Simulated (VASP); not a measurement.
# Ge (Fd-3m) in VASP: notebook

Runs on Ge. Level: PBE. Tasks: single point.

Everything below comes from runs of VASP 6.6.1. Logs are shortened: lines on timing, memory, paths and dates and some standing lists are left out, and cuts for length are marked.

## 1. The cell of the first run

It takes space group Fd-3m (No. 227, cubic). The conventional cell has a = 5.649 Å, b = 5.649 Å, c = 5.649 Å, α = 90.00°, β = 90.00°, γ = 90.00°. Ge (site symmetry -43m) has 4 Ge at 2.45 Å within 3.2 Å.

## 2. Single point, PBE

Contents of INCAR:

```
SYSTEM = Ge
  PREC = Accurate
  ENCUT = 520
  EDIFF = 1E-6
  ISMEAR = 0
  SIGMA = 0.1
  LREAL = .FALSE.
  LASPH = .TRUE.
  NELM = 60
  ALGO = Normal
  ISIF = 2
  LWAVE = .FALSE.
  LCHARG = .TRUE.
  GGA = PE
  LELF = .TRUE.
  LVHAR = .TRUE.
  NBANDS = 21
```

Contents of KPOINTS:

```
Automatic mesh
0
G
  12 12 12
  0 0 0
```

Contents of POSCAR:

```
Ge
1.0
    0.0000000000      2.8243345283      2.8243345283
    2.8243345283      0.0000000000      2.8243345283
    2.8243345283      2.8243345283      0.0000000000
Ge
2
Direct
    0.5000000000      0.5000000000      0.5000000000
    0.7500000000      0.7500000000      0.7500000000
```

Potentials or basis: VASP PAW PBE potentials, release 64 (Ge_d).

Launch:

```sh
cat potpaw_PBE.64/Ge_d/POTCAR > POTCAR
mpirun -np 1 vasp_std > vasp.out
```

OUTCAR:

```text
SYSTEM = Ge
   PREC = Accurate
   ENCUT = 520
   EDIFF = 1E-6
   ISMEAR = 0
   LREAL = .FALSE.
   LASPH = .TRUE.
   NELM = 60
   ISIF = 2
   GGA = PE

 ion  position               nearest neighbor table
   1  0.500  0.500  0.500-   2 2.45   2 2.45   2 2.45   2 2.45
   2  0.750  0.750  0.750-   1 2.45   1 2.45   1 2.45   1 2.45

  LATTYP: Found a face centered cubic cell.
 ALAT       =     5.6486690566

  Lattice vectors:

 A1 = (   0.0000000000,   2.8243345283,   2.8243345283)
 A2 = (   2.8243345283,   0.0000000000,   2.8243345283)
 A3 = (   2.8243345283,   2.8243345283,   0.0000000000)

Analysis of symmetry for initial positions (statically):
=====================================================================
 Subroutine PRICEL returns:
 Original cell was already a primitive cell.

 Routine SETGRP: Setting up the symmetry group for a
 face centered cubic supercell.

 Subroutine GETGRP returns: Found 48 space group operations
 (whereof 24 operations were pure point group operations)
 out of a pool of 48 trial point group operations.

The static configuration has the point symmetry T_d .
 The point group associated with its full space group is O_h .

Analysis of symmetry for dynamics (positions and initial velocities):
=====================================================================
 Subroutine PRICEL returns:
 Original cell was already a primitive cell.

 Routine SETGRP: Setting up the symmetry group for a
 face centered cubic supercell.

 Subroutine GETGRP returns: Found 48 space group operations
 (whereof 24 operations were pure point group operations)
 out of a pool of 48 trial point group operations.

The dynamic configuration has the point symmetry T_d .
 The point group associated with its full space group is O_h .

 Subroutine INISYM returns: Found 48 space group operations
 (whereof 24 operations are pure point group operations),
 and found     1 'primitive' translations

----------------------------------------------------------------------------------------

                                     Primitive cell

  volume of cell :      45.0587

  direct lattice vectors                    reciprocal lattice vectors
     0.000000000  2.824334528  2.824334528    -0.177032853  0.177032853  0.177032853
     2.824334528  0.000000000  2.824334528     0.177032853 -0.177032853  0.177032853
     2.824334528  2.824334528  0.000000000     0.177032853  0.177032853 -0.177032853

  length of vectors
     3.994212195  3.994212195  3.994212195     0.306629896  0.306629896  0.306629896

  position of ions in fractional coordinates (direct lattice)
     0.500000000  0.500000000  0.500000000
     0.750000000  0.750000000  0.750000000

  ion indices of the primitive-cell ions
   primitive index   ion index
                 1           1
                 2           2

----------------------------------------------------------------------------------------

 KPOINTS: Automatic mesh

Automatic generation of k-mesh.
 Grid dimensions read from file:
 generate k-points for:   12   12   12

 Generating k-lattice:

  Cartesian coordinates                     Fractional coordinates (reciprocal lattice)
    -0.014752738  0.014752738  0.014752738     0.083333333  0.000000000  0.000000000
     0.014752738 -0.014752738  0.014752738     0.000000000  0.083333333  0.000000000
     0.014752738  0.014752738 -0.014752738     0.000000000  0.000000000  0.083333333

  Length of vectors
     0.025552491  0.025552491  0.025552491

  Shift w.r.t. Gamma in fractional coordinates (k-lattice)
     0.000000000  0.000000000  0.000000000

 Subroutine IBZKPT returns following result:
 ===========================================

 Found     72 irreducible k-points:

 Following reciprocal coordinates:
            Coordinates               Weight
  0.000000  0.000000  0.000000      1.000000
  0.083333  0.000000  0.000000      8.000000
  0.166667  0.000000  0.000000      8.000000
  0.250000  0.000000  0.000000      8.000000
  0.333333  0.000000  0.000000      8.000000
  0.416667  0.000000  0.000000      8.000000
[... 16 lines left out ...]
  0.500000  0.166667  0.000000     24.000000
 -0.416667  0.166667  0.000000     24.000000
 [... further k-points ...]
   k-points           NKPTS =     72   k-points in BZ     NKDIM =     72   number of bands    NBANDS=     21
   number of dos      NEDOS =    301   number of ions     NIONS =      2
   total plane-waves  NPLWV =  27000
   dimension x,y,z NGX =    30 NGY =   30 NGZ =   30
   dimension x,y,z NGXF=    60 NGYF=   60 NGZF=   60
   ions per type =               2
   NGX,Y,Z   is equivalent  to a cutoff of  12.49, 12.49, 12.49 a.u.
   NGXF,Y,Z  is equivalent  to a cutoff of  24.97, 24.97, 24.97 a.u.
 SYSTEM =  Ge
   PREC   = accura    normal or accurate (medium, high low for compatibility)
   ISTART =      0    job   : 0-new  1-cont  2-samecut
   ICHARG =      2    charge: 1-file 2-atom 10-const
   ISPIN  =      1    spin polarized calculation?
   LNONCOLLINEAR =      F non collinear calculations
   LSORBIT =      F    spin-orbit coupling
   LASPH  =      T    aspherical Exc in radial PAW
   ENCUT  =  520.0 eV  38.22 Ry    6.18 a.u.   7.43  7.43  7.43*2*pi/ulx,y,z
   NELM   =     60;   NELMIN=  2; NELMDL= -5     # of ELM steps
   EDIFF  = 0.1E-05   stopping-criterion for ELM
   LREAL  =      F    real-space projection
   EDIFFG = 0.1E-04   stopping-criterion for IOM
   NSW    =      0    number of steps for IOM
   IBRION =     -1    ionic relax: 0-MD 1-quasi-New 2-CG
   NFREE  =      0    steps in history (QN), initial steepest desc. (CG)
   ISIF   =      2    stress and relaxation
   ISYM   =      2    0-nonsym 1-usesym 2-fastsym
   POTIM  = 0.5000    time-step for ionic-motion
   TEBEG  =    0.0;   TEEND  =   0.0 temperature during run
   PSTRESS=    0.0 pullay stress
   NELECT =      28.0000    total number of electrons
   NUPDOWN=      -1.0000    fix difference up-down
   EMIN   =  10.00;   EMAX   =-10.00  energy-range for DOS
   EFERMI =   0.00;   METHOD = LEGACY
   ISMEAR =     0;   SIGMA  =   0.10  broadening in eV -4-tet -1-fermi 0-gaus
   EFERMI_NEDOS =   21; number of points for ismear=-14 and -15
   IALGO  =     38    algorithm
   IMIX   =      4    mixing-type and parameters
     AMIX     =   0.40;   BMIX     =  1.00
     AMIX_MAG =   1.60;   BMIX_MAG =  1.00
  volume/ion in A,a.u.               =      22.53       152.04
  Fermi-wavevector in a.u.,A,eV,Ry     =   1.397016  2.639977 26.553860  1.951654
  Thomas-Fermi vector in A             =   2.520314
   LORBIT       =      0    0 simple, 1 ext, 2 COOP (PROOUT), +10 PAW based schemes
   GGA     = PE    functional components
   LHFCALC =     F    Hartree Fock is set to
   AEXX    =    0.0000 exact exchange contribution
   IVDW    =     0    specifies the selected vdW correction
   LEPSILON=     F    determine dielectric tensor
   LRPA    =     F    only Hartree local field effects (RPA)
 non-spin polarized calculation
 Gauss-broadening in eV      SIGMA  =   0.10
  energy-cutoff  :      520.00
  volume of cell :       45.06
 maximum number of plane-waves:      1243
 NGX is ok and might be reduce to    30
   NGX = 15   NGY = 15   NGZ = 15

 number of electron      28.0000026 magnetization

 Free energy of the ion-electron system (eV)
  ---------------------------------------------------
  ext. energy  EPLUGINS =         0.00000000
  ---------------------------------------------------
  free energy    TOTEN  =        -9.00372945 eV

  energy without entropy =       -9.00360114  energy(sigma->0) =       -9.00366530

 E-fermi :   5.1040     XC(G=0):  -9.9479

 val. band max:        5.0394611720   @ k =   0.0000   0.0000   0.0000
 cond. band min:       5.1184780745   @ k =   0.0000   0.0000   0.0000
 fundamental gap:      0.0790169025
 Fermi energy:         5.1040273210

 k-point     1 :       0.0000    0.0000    0.0000
  band No.  band energies     occupation
      1     -19.7826      2.00000
      2     -19.7826      2.00000
      3     -19.7826      2.00000
      4     -19.7460      2.00000
      5     -19.7460      2.00000
      6     -19.5329      2.00000
[... 13 lines left out ...]
     20      14.5355      0.00000
     21      14.5355      0.00000

 k-point     2 :       0.0833    0.0000    0.0000
  band No.  band energies     occupation
      1     -19.7869      2.00000
      2     -19.7869      2.00000
      3     -19.7814      2.00000
      4     -19.7401      2.00000
      5     -19.7401      2.00000
      6     -19.5396      2.00000
[... 13 lines left out ...]
     20      13.9628      0.00000
     21      13.9628      0.00000

 k-point     3 :       0.1667    0.0000    0.0000
  band No.  band energies     occupation
      1     -19.7946      2.00000
      2     -19.7946      2.00000
      3     -19.7783      2.00000
      4     -19.7284      2.00000
      5     -19.7284      2.00000
      6     -19.5499      2.00000
[... 13 lines left out ...]
     20      13.4000      0.00000
     21      13.4000      0.00000

 k-point     4 :       0.2500    0.0000    0.0000
  band No.  band energies     occupation
      1     -19.8010      2.00000
      2     -19.8010      2.00000
      3     -19.7739      2.00000
      4     -19.7171      2.00000
      5     -19.7171      2.00000
      6     -19.5586      2.00000
[... 13 lines left out ...]
     20      13.3811      0.00000
     21      13.3811      0.00000

 k-point     5 :       0.3333    0.0000    0.0000
  band No.  band energies     occupation
      1     -19.8049      2.00000
      2     -19.8049      2.00000
      3     -19.7694      2.00000
      4     -19.7090      2.00000
      5     -19.7090      2.00000
      6     -19.5642      2.00000
[... 13 lines left out ...]
     20      14.0287      0.00000
     21      14.0287      0.00000

 k-point     6 :       0.4167    0.0000    0.0000
  band No.  band energies     occupation
      1     -19.8068      2.00000
      2     -19.8068      2.00000
      3     -19.7660      2.00000
      4     -19.7048      2.00000
      5     -19.7048      2.00000
      6     -19.5667      2.00000
[... 13 lines left out ...]
     20      15.1999      0.00000
     21      15.1999      0.00000

 k-point     7 :       0.5000    0.0000    0.0000
  band No.  band energies     occupation
      1     -19.8073      2.00000
      2     -19.8073      2.00000
      3     -19.7648      2.00000
      4     -19.7036      2.00000
      5     -19.7036      2.00000
      6     -19.5673      2.00000
[... 13 lines left out ...]
     20      16.1887      0.00000
     21      16.2895      0.00000
[... 291 lines left out ...]
      1     -19.8030      2.00000
      2     -19.7974      2.00000
      3     -19.7837      2.00000
      4     -19.7203      2.00000
      5     -19.6935      2.00000
      6     -19.5998      2.00000
[... 13 lines left out ...]
     20      14.3677      0.00000
     21      15.0174      0.00000

 k-point    21 :       0.3333    0.1667    0.0000
  band No.  band energies     occupation
      1     -19.8128      2.00000
      2     -19.8027      2.00000
      3     -19.7719      2.00000
      4     -19.7093      2.00000
      5     -19.6822      2.00000
      6     -19.6099      2.00000
[... 13 lines left out ...]
     20      14.7885      0.00000
     21      15.3421      0.00000

 k-point    22 :       0.4167    0.1667    0.0000
  band No.  band energies     occupation
      1     -19.8201      2.00000
      2     -19.8072      2.00000
      3     -19.7590      2.00000
      4     -19.6989      2.00000
      5     -19.6779      2.00000
      6     -19.6117      2.00000
[... 13 lines left out ...]
     20      15.2844      0.00000
     21      16.2305      0.00000

 k-point    23 :       0.5000    0.1667    0.0000
  band No.  band energies     occupation
      1     -19.8241      2.00000
      2     -19.8108      2.00000
      3     -19.7480      2.00000
      4     -19.6900      2.00000
      5     -19.6816      2.00000
      6     -19.6046      2.00000
[... 13 lines left out ...]
     20      16.1005      0.00000
     21      16.3082      0.00000

 k-point    24 :      -0.4167    0.1667    0.0000
  band No.  band energies     occupation
      1     -19.8243      2.00000
      2     -19.8134      2.00000
      3     -19.7422      2.00000
      4     -19.6909      2.00000
      5     -19.6835      2.00000
      6     -19.5909      2.00000
[... 13 lines left out ...]
     20      14.7381      0.00000
     21      15.4037      0.00000

 [... further k-points ...]
[... 5 lines left out ...]
  --------------------------------------------------------------------------------------
  -------------------------------------------------------------------------------------
  Total        1.1056451      1.1056451      1.1056451      0.0000000      0.0000000     -0.0000000
  in kB       39.3140617     39.3140617     39.3140617      0.0000000      0.0000000     -0.0000000
  external PRESSURE =      39.3140617 kB  Pullay stress =       0.0000000 kB

 VOLUME and BASIS-vectors are now :
 -----------------------------------------------------------------------------
  energy-cutoff  :      520.00
  volume of cell :       45.06
      direct lattice vectors                 reciprocal lattice vectors
     0.000000000  2.824334528  2.824334528    -0.177032853  0.177032853  0.177032853
     2.824334528  0.000000000  2.824334528     0.177032853 -0.177032853  0.177032853
     2.824334528  2.824334528  0.000000000     0.177032853  0.177032853 -0.177032853

 POSITION                                       TOTAL-FORCE (eV/Angst)
 -----------------------------------------------------------------------------------
      2.82433      2.82433      2.82433        -0.000000     -0.000000      0.000000
      4.23650      4.23650      4.23650         0.000000      0.000000     -0.000000
 -----------------------------------------------------------------------------------
    total drift:                                0.000000     -0.000000     -0.000000

  FREE ENERGIE OF THE ION-ELECTRON SYSTEM (eV)
  ---------------------------------------------------
  free  energy   TOTEN  =        -9.0037294499 eV

  energy  without entropy=       -9.0036011403  energy(sigma->0) =       -9.00366530
```

Wall time 24 s (1 thread of Intel Xeon 6975P-C (Granite Rapids), shared host); peak memory 0.19 GiB.

What came out:

```yaml
Free_energy: -9.0037 eV
Pressure: 3.9 GPa
Band_gap_on_the_k_mesh: 0.08 eV, direct
```

## 3. Single point, PBE

Contents of INCAR:

```
ALGO = Normal ; EDIFF = 1E-6
ENCUT = 520 ; GGA = PE
ISIF = 2 ; ISMEAR = 0
LASPH = T ; LCHARG = F
LREAL = F ; LWAVE = F
NBANDS = 21 ; NELM = 100
PREC = Accurate ; SIGMA = 0.1
```

Contents of KPOINTS:

```
k-points
0
Gamma
  12 12 12
```

POSCAR is that of step 2.

Potentials or basis: VASP PAW PBE potentials, release 64 (Ge_d).

Launch:

```sh
cat potpaw_PBE.64/Ge_d/POTCAR > POTCAR
mpirun -np 1 vasp_std > vasp.out
```

It took 23 s on 1 thread of Intel Xeon 6975P-C (Granite Rapids), shared host; peak memory 0.19 GiB.

Results (log left out):

```
Free energy            : -9.0037 eV
Pressure               : 3.9 GPa
Band gap on the k mesh : 0.08 eV, direct
```

Levels at points of the mesh, in eV from the valence-band top:
```tsv
k point	band 11	band 12	band 13	band 14	band 15	band 16	band 17	band 18
(0.00, 0.00, 0.00)	-12.81	0.00	0.00	0.00	0.08	2.56	2.56	2.56
(0.50, 0.00, 0.00)	-10.71	-7.62	-1.41	-1.41	0.20	3.75	3.75	7.14
(0.50, 0.50, 0.00)	-8.90	-8.90	-3.09	-3.09	0.75	0.75	9.56	9.56
```
